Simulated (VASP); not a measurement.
# CuAgS2 (R-3m) in VASP: single point with r2SCAN+U

Aim: the single point of CuAgS2 with r2SCAN+U.

All numbers are computed with VASP 6.6.1; they aren't measurements. Logs are shortened: lines on timing, memory, paths and dates and some standing lists are left out, and cuts for length are marked.

## 1. The cell of the first run

Symmetry: R-3m, No. 166, trigonal system. The conventional cell has a = 3.597 Å, b = 3.597 Å, c = 19.589 Å, α = 90.00°, β = 90.00°, γ = 120.00°. Ag (site symmetry -3m) has 6 S at 2.86 Å and 6 Ag at 3.60 Å and 6 Cu at 3.87 Å within 3.9 Å. Cu (site symmetry -3m) has 6 S at 2.45 Å within 3.2 Å. S (site symmetry 3m) has 3 Cu at 2.45 Å and 3 Ag at 2.86 Å within 3.2 Å.

## 2. Single point, r2SCAN+U, collinear spin

Input file POSCAR:

```
CuAgS2
1.0
    1.7985883400      1.0384154700      6.5295620300
   -1.7985883400      1.0384154700      6.5295620300
    0.0000000000     -2.0768309300      6.5295620300
Ag Cu S
1 1 2
Direct
    0.5000000000      0.5000000000      0.5000000000
    0.0000000000      0.0000000000      0.0000000000
    0.2667000000      0.2667000000      0.2667000000
    0.7333000000      0.7333000000      0.7333000000
```

Input file INCAR.step1:

```
ALGO = Normal
EDIFF = 1E-4
ENCUT = 520
GGA = PE
ISMEAR = 0
ISPIN = 2
LASPH = True
LCHARG = False
LDAU = True
LDAUJ = 0 0 0
LDAUL = -1 2 -1
LDAUTYPE = 2
LDAUU = 0 4 0
LMAXMIX = 4
LREAL = False
LWAVE = True
MAGMOM = 0 2 0 0
NBANDS = 29
NELM = 150
PREC = Accurate
SIGMA = 0.05
```

Input file INCAR.step2:

```
ALGO = Normal
EDIFF = 1E-7
ENCUT = 520
ISIF = 2
ISMEAR = 0
ISPIN = 2
ISTART = 1
LASPH = True
LCHARG = True
LDAU = True
LDAUJ = 0 0 0
LDAUL = -1 2 -1
LDAUPRINT = 1
LDAUTYPE = 2
LDAUU = 0 4 0
LELF = True
LMAXMIX = 4
LMIXTAU = True
LORBIT = 11
LREAL = False
LVHAR = True
LWAVE = False
MAGMOM = 0 2 0 0
METAGGA = R2SCAN
NBANDS = 29
NELM = 150
PREC = Accurate
SIGMA = 0.05
```

Input file KPOINTS:

```
k-points
0
Gamma
  6 6 6
```

Potentials or basis: VASP PAW PBE potentials, release 64 (Ag, Cu, S).

The run is started by

```console
cat potpaw_PBE.64/Ag/POTCAR potpaw_PBE.64/Cu/POTCAR potpaw_PBE.64/S/POTCAR > POTCAR
cp INCAR.step1 INCAR
mpirun -np 1 vasp_std > vasp.out
cp INCAR.step2 INCAR
mpirun -np 1 vasp_std > vasp.out
```

OUTCAR:

```text
EDIFF = 1E-7
   ENCUT = 520
   ISIF = 2
   ISMEAR = 0
   ISPIN = 2
   ISTART = 1
   LASPH = True
   LORBIT = 11
   LREAL = False
   METAGGA = R2SCAN
   NELM = 150
   PREC = Accurate

 ion  position               nearest neighbor table
   1  0.500  0.500  0.500-   3 2.86   3 2.86   4 2.86   4 2.86   3 2.86   4 2.86
   2  0.000  0.000  0.000-   4 2.45   4 2.45   3 2.45   3 2.45   4 2.45   3 2.45
   3  0.267  0.267  0.267-   2 2.45   2 2.45   2 2.45   1 2.86   1 2.86   1 2.86
   4  0.733  0.733  0.733-   2 2.45   2 2.45   2 2.45   1 2.86   1 2.86   1 2.86

  LATTYP: Found a trigonal (rhomboedric) cell.
 ALAT       =     6.8518907616
 COS(alpha) =     0.8621925538

  Lattice vectors:

 A1 = (   1.7985883400,   1.0384154700,   6.5295620300)
 A2 = (  -1.7985883400,   1.0384154700,   6.5295620300)
 A3 = (   0.0000000000,  -2.0768309300,   6.5295620300)

Analysis of symmetry for initial positions (statically):
=====================================================================
 Subroutine PRICEL returns:
 Original cell was already a primitive cell.

 Routine SETGRP: Setting up the symmetry group for a
 trigonal (rhombohedral) supercell.

 Subroutine GETGRP returns: Found 12 space group operations
 (whereof 12 operations were pure point group operations)
 out of a pool of 12 trial point group operations.

The static configuration has the point symmetry D_3d.

Analysis of symmetry for dynamics (positions and initial velocities):
=====================================================================
 Subroutine PRICEL returns:
 Original cell was already a primitive cell.

 Routine SETGRP: Setting up the symmetry group for a
 trigonal (rhombohedral) supercell.

 Subroutine GETGRP returns: Found 12 space group operations
 (whereof 12 operations were pure point group operations)
 out of a pool of 12 trial point group operations.

The dynamic configuration has the point symmetry D_3d.

Analysis of structural, dynamic, and magnetic symmetry:
=====================================================================
 Subroutine PRICEL returns:
 Original cell was already a primitive cell.

 Routine SETGRP: Setting up the symmetry group for a
 trigonal (rhombohedral) supercell.

 Subroutine GETGRP returns: Found 12 space group operations
 (whereof 12 operations were pure point group operations)
 out of a pool of 12 trial point group operations.

The overall configuration has the point symmetry D_3d.

 Subroutine INISYM returns: Found 12 space group operations
 (whereof 12 operations are pure point group operations),
 and found     1 'primitive' translations

----------------------------------------------------------------------------------------

                                     Primitive cell

  volume of cell :      73.1709

  direct lattice vectors                    reciprocal lattice vectors
     1.798588340  1.038415470  6.529562030     0.277995798  0.160500948  0.051049876
    -1.798588340  1.038415470  6.529562030    -0.277995798  0.160500948  0.051049876
     0.000000000 -2.076830930  6.529562030     0.000000000 -0.321001896  0.051049876

  length of vectors
     6.851890762  6.851890762  6.851890762     0.325035856  0.325035856  0.325035855

  position of ions in fractional coordinates (direct lattice)
     0.500000000  0.500000000  0.500000000
[... 86 lines left out ...]
   IBRION =     -1    ionic relax: 0-MD 1-quasi-New 2-CG
   NFREE  =      0    steps in history (QN), initial steepest desc. (CG)
   ISIF   =      2    stress and relaxation
   ISYM   =      2    0-nonsym 1-usesym 2-fastsym
   POTIM  = 0.5000    time-step for ionic-motion
   TEBEG  =    0.0;   TEEND  =   0.0 temperature during run
   PSTRESS=    0.0 pullay stress
   NELECT =      34.0000    total number of electrons
   NUPDOWN=      -1.0000    fix difference up-down
   EMIN   =  10.00;   EMAX   =-10.00  energy-range for DOS
   EFERMI =   0.00;   METHOD = LEGACY
   ISMEAR =     0;   SIGMA  =   0.05  broadening in eV -4-tet -1-fermi 0-gaus
   EFERMI_NEDOS =   21; number of points for ismear=-14 and -15
   IALGO  =     38    algorithm
   IMIX   =      4    mixing-type and parameters
     AMIX     =   0.40;   BMIX     =  1.00
     AMIX_MAG =   1.60;   BMIX_MAG =  1.00
  volume/ion in A,a.u.               =      18.29       123.45
  Fermi-wavevector in a.u.,A,eV,Ry     =   1.268007  2.396186 21.876023  1.607842
  Thomas-Fermi vector in A             =   2.401125
   LORBIT       =     11    0 simple, 1 ext, 2 COOP (PROOUT), +10 PAW based schemes
 LDA+U is selected, type is set to LDAUTYPE =  2
   angular momentum for each species LDAUL =    -1    2   -1
   U (eV)           for each species LDAUU =   0.0  4.0  0.0
   J (eV)           for each species LDAUJ =   0.0  0.0  0.0
   METAGGA = R2SCAN    functional components
   LHFCALC =     F    Hartree Fock is set to
   AEXX    =    0.0000 exact exchange contribution
   IVDW    =     0    specifies the selected vdW correction
   LEPSILON=     F    determine dielectric tensor
   LRPA    =     F    only Hartree local field effects (RPA)
 spin polarized calculation
 Gauss-broadening in eV      SIGMA  =   0.05
  energy-cutoff  :      520.00
  volume of cell :       73.17
 maximum number of plane-waves:      1999
 NGX is ok and might be reduce to    54
   NGX = 25   NGY = 25   NGZ = 25

 number of electron      33.9999996 magnetization      -0.0051792

atom =   2  type =  2  l = 2

 onsite density matrix

spin component  1

  0.9310 -0.0000  0.0000 -0.0362 -0.0000
 -0.0000  0.9098  0.0000 -0.0000 -0.0362
  0.0000  0.0000  0.9585 -0.0000  0.0000
 -0.0362 -0.0000 -0.0000  0.9098 -0.0000
 -0.0000 -0.0362  0.0000 -0.0000  0.9310

spin component  2

  0.9309 -0.0000  0.0000 -0.0362 -0.0000
 -0.0000  0.9098  0.0000 -0.0000 -0.0362
  0.0000  0.0000  0.9585 -0.0000  0.0000
 -0.0362 -0.0000 -0.0000  0.9098 -0.0000
 -0.0000 -0.0362  0.0000 -0.0000  0.9309

 occupancies and eigenvectors

  o =  0.8826  v =  0.0000  0.0000  0.0000  0.0000  0.0000  0.6000  0.0000 -0.0000  0.8000  0.0000      0.0000  0.0000  0.0000  0.0000  0.0000  0.0000  0.0000  0.0000  0.0000  0.0000
  o =  0.8826  v =  0.0000  0.0000  0.0000  0.0000  0.0000  0.0000  0.8000 -0.0000  0.0000  0.6000      0.0000  0.0000  0.0000  0.0000  0.0000  0.0000  0.0000  0.0000  0.0000  0.0000
  o =  0.8827  v =  0.6000  0.0000 -0.0000  0.8000  0.0000  0.0000  0.0000  0.0000  0.0000  0.0000      0.0000  0.0000  0.0000  0.0000  0.0000  0.0000  0.0000  0.0000  0.0000  0.0000
  o =  0.8827  v =  0.0000  0.8000 -0.0000  0.0000  0.6000  0.0000  0.0000  0.0000  0.0000  0.0000      0.0000  0.0000  0.0000  0.0000  0.0000  0.0000  0.0000  0.0000  0.0000  0.0000
  o =  0.9581  v =  0.0000  0.0000  0.0000  0.0000  0.0000 -0.8000  0.0000 -0.0000  0.6000  0.0000      0.0000  0.0000  0.0000  0.0000  0.0000  0.0000  0.0000  0.0000  0.0000  0.0000
  o =  0.9581  v =  0.0000  0.0000  0.0000  0.0000  0.0000  0.0000  0.6000  0.0000  0.0000 -0.8000      0.0000  0.0000  0.0000  0.0000  0.0000  0.0000  0.0000  0.0000  0.0000  0.0000
  o =  0.9581  v = -0.8000  0.0000 -0.0000  0.6000  0.0000  0.0000  0.0000  0.0000  0.0000  0.0000      0.0000  0.0000  0.0000  0.0000  0.0000  0.0000  0.0000  0.0000  0.0000  0.0000
  o =  0.9581  v =  0.0000  0.6000  0.0000  0.0000 -0.8000  0.0000  0.0000  0.0000  0.0000  0.0000      0.0000  0.0000  0.0000  0.0000  0.0000  0.0000  0.0000  0.0000  0.0000  0.0000
  o =  0.9585  v =  0.0000  0.0000  0.0000  0.0000  0.0000  0.0000  0.0000 -1.0000  0.0000 -0.0000      0.0000  0.0000  0.0000  0.0000  0.0000  0.0000  0.0000  0.0000  0.0000  0.0000
  o =  0.9585  v =  0.0000  0.0000 -1.0000  0.0000 -0.0000  0.0000  0.0000  0.0000  0.0000  0.0000      0.0000  0.0000  0.0000  0.0000  0.0000  0.0000  0.0000  0.0000  0.0000  0.0000

 number of electron      33.9999996 magnetization       0.0003791

 Free energy of the ion-electron system (eV)
  ---------------------------------------------------
  ext. energy  EPLUGINS =         0.00000000
  ---------------------------------------------------
  free energy    TOTEN  =       -46.82410256 eV

  energy without entropy =      -46.81935919  energy(sigma->0) =      -46.82173087

 E-fermi :   4.6986     XC(G=0): -11.1383

 val. band max:        4.6909748230   @ k =   0.3333   0.3333   0.1667
 cond. band min:       4.7137902187   @ k =   0.5000   0.3333   0.1667
 fundamental gap:      0.0228153957
 Fermi energy:         4.6985875524

 spin component 1

 k-point     1 :       0.0000    0.0000    0.0000
  band No.  band energies     occupation
      1      -9.2688      1.00000
      2      -7.8600      1.00000
      3      -1.0545      1.00000
      4       0.4790      1.00000
      5       0.4790      1.00000
      6       1.0927      1.00000
[... 1529 lines left out ...]
     28      18.0667      0.00000
     29      18.9490      0.00000

 [... further k-points ...]

------------------------ aborting loop because EDIFF is reached ----------------------------------------

  FORCE on cell =-STRESS in cart. coord.  units (eV):
  Direction    XX          YY          ZZ          XY          YZ          ZX
  --------------------------------------------------------------------------------------
  -------------------------------------------------------------------------------------
  Total       -3.5885421     -3.5885421     -4.1658475      0.0000000     -0.0000000     -0.0000000
  in kB      -78.5760876    -78.5760883    -91.2169879      0.0000000     -0.0000000     -0.0000000
  external PRESSURE =     -82.7897213 kB  Pullay stress =       0.0000000 kB

 VOLUME and BASIS-vectors are now :
 -----------------------------------------------------------------------------
  energy-cutoff  :      520.00
  volume of cell :       73.17
      direct lattice vectors                 reciprocal lattice vectors
     1.798588340  1.038415470  6.529562030     0.277995798  0.160500948  0.051049876
    -1.798588340  1.038415470  6.529562030    -0.277995798  0.160500948  0.051049876
     0.000000000 -2.076830930  6.529562030     0.000000000 -0.321001896  0.051049876

 POSITION                                       TOTAL-FORCE (eV/Angst)
 -----------------------------------------------------------------------------------
      0.00000      0.00000      9.79434        -0.000000      0.000000      0.000000
      0.00000      0.00000      0.00000         0.000000      0.000000      0.000000
      0.00000      0.00000      5.22430         0.000000     -0.000000     -0.418022
      0.00000      0.00000     14.36438         0.000000      0.000000      0.418022
 -----------------------------------------------------------------------------------
    total drift:                                0.000000      0.000000     -0.000000

  FREE ENERGIE OF THE ION-ELECTRON SYSTEM (eV)
  ---------------------------------------------------
  free  energy   TOTEN  =       -46.8241025565 eV

  energy  without entropy=      -46.8193591916  energy(sigma->0) =      -46.82173087

 total charge

# of ion       s       p       d       tot
------------------------------------------
    1        0.271   0.161   9.232   9.664
    2        0.341   0.343   9.260   9.943
    3        1.356   2.265   0.000   3.621
    4        1.356   2.265   0.000   3.621
--------------------------------------------------
tot          3.324   5.034  18.492  26.850

 magnetization (x)

# of ion       s       p       d       tot
------------------------------------------
    1       -0.000   0.000   0.000   0.000
    2       -0.000  -0.000   0.000   0.000
    3        0.000   0.000   0.000   0.000
    4        0.000   0.000   0.000   0.000
--------------------------------------------------
tot          0.000   0.000   0.000   0.000
```

It took 58 min on 1 thread of Intel Xeon Platinum 8488C (Sapphire Rapids), shared host; peak memory 0.67 GiB.

Results:

```yaml
Free_energy: -46.8241 eV
Pressure: -8.3 GPa
Largest_force: 0.418 eV/Å
Band_gap_on_the_k_mesh: zero (filled and empty bands overlap)
Net_moment: 0.00 μB per cell
Valence_electrons_inside_the_program's_atomic_spheres: Ag 9.66; Cu 9.94; S 3.62
```

Forces on the atoms (eV/Å):
```
Ag   0.000  0.000  0.000
Cu   0.000  0.000  0.000
S    0.000  0.000 -0.418
S    0.000  0.000  0.418
```

Levels at points of the mesh, in eV from the Fermi level:
Spin up:
```
           k point  band 13  band 14  band 15  band 16  band 17  band 18  band 19  band 20  band 21  band 22
(0.00, 0.00, 0.00)    -2.74    -0.99    -0.38    -0.38     0.92     0.92     2.67     5.71     8.03     8.03
(0.50, 0.00, 0.00)    -2.83    -2.31    -1.24    -1.21    -0.63     0.22     4.31     4.46     6.34     7.64
(0.50, 0.50, 0.00)    -2.70    -2.34    -2.24    -2.06     0.89     0.93     2.43     4.46     6.86     7.07
(0.50, 0.50, 0.50)    -2.61    -2.47     0.04     0.04     0.56     0.56     4.69     5.93     6.57     8.83
```
Spin down:
| k point | band 14 | band 15 | band 16 | band 17 | band 18 | band 19 | band 20 | band 21 |
| --- | --- | --- | --- | --- | --- | --- | --- | --- |
| (0.00, 0.00, 0.00) | -0.99 | -0.38 | -0.38 | 0.92 | 0.92 | 2.67 | 5.71 | 8.03 |
| (0.50, 0.00, 0.00) | -2.31 | -1.24 | -1.21 | -0.63 | 0.22 | 4.31 | 4.46 | 6.34 |
| (0.50, 0.50, 0.00) | -2.34 | -2.24 | -2.06 | 0.89 | 0.93 | 2.43 | 4.46 | 6.86 |
| (0.50, 0.50, 0.50) | -2.47 | 0.04 | 0.04 | 0.56 | 0.56 | 4.69 | 5.93 | 6.57 |

Eigenvalues of the final occupation matrices:
| site | spin | trace | eigenvalues |
| --- | --- | --- | --- |
| site 2 d | 1 | 4.64 | 0.88 0.88 0.96 0.96 0.96 |
| site 2 d | 2 | 4.64 | 0.88 0.88 0.96 0.96 0.96 |

Caveat: the cell stands under tension; the PAW data sets were made with another functional, which shifts forces and pressure a little.

The gap in the log of VASP goes by the Fermi energy; the results here count the filled bands.